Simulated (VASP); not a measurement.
Write the native input for VASP 6.6.1 that does the following.

| Item | Value |
| --- | --- |
| Task | single point |
| Functional | PBE |
| Potentials or basis | VASP PAW PBE potentials, release 64 (La) |
| Cutoff | 520 eV |
| k mesh | 9 × 9 × 9 |
| Occupations | fermi-dirac, width 0.05 eV |
| Spin | collinear spin |
| Starting moments | [1.0, 1.0] μB |
| Dipole correction | no |
| Further INCAR settings | ALGO = Normal; EDIFF = 1e-06; NBANDS = 22 |

The structure of La lies in POSCAR:

```
La
1.0
    0.0000000000      3.3832258944      3.3832258944
    3.3832258944      0.0000000000      3.3832258944
    3.3832258944      3.3832258944      0.0000000000
La
2
Direct
    0.1250000000      0.1250000000      0.1250000000
    0.8750000000      0.8750000000      0.8750000000
```

This isn't the form of La at room conditions, which is double hcp.

One way to write it, as run:

INCAR

```
SYSTEM = La
PREC = Accurate
ENCUT = 520
EDIFF = 1E-6
ISMEAR = -1
SIGMA = 0.05
LREAL = .False.
LASPH = .True.
NELM = 150
ALGO = Normal
ISIF = 2
LWAVE = .False.
LCHARG = .True.
ISPIN = 2
MAGMOM = 1 1
LORBIT = 11
LMAXMIX = 6
GGA = PE
LELF = .True.
LVHAR = .True.
NBANDS = 22
```

KPOINTS

```
regular mesh
0
Gamma
  9 9 9
  0 0 0
```

Potentials or basis: VASP PAW PBE potentials, release 64 (La).

Command:

```sh
$ cat potpaw_PBE.64/La/POTCAR > POTCAR
$ mpirun -np 1 vasp_std > vasp.out
```

It gave:

```
Pressure                                              : -1.6 GPa
Band gap on the k mesh                                : zero (filled and empty bands overlap)
Net moment                                            : 0.00 μB per cell
Valence electrons inside the program's atomic spheres : La 8.98
```

Caveat: spin-orbit coupling is left out, which moves the levels of the heavy elements.

Wall time 110 s on 1 thread of Intel(R) Xeon(R) Platinum 8488C (Sapphire Rapids), on a shared host, peak memory 0.29 GiB.
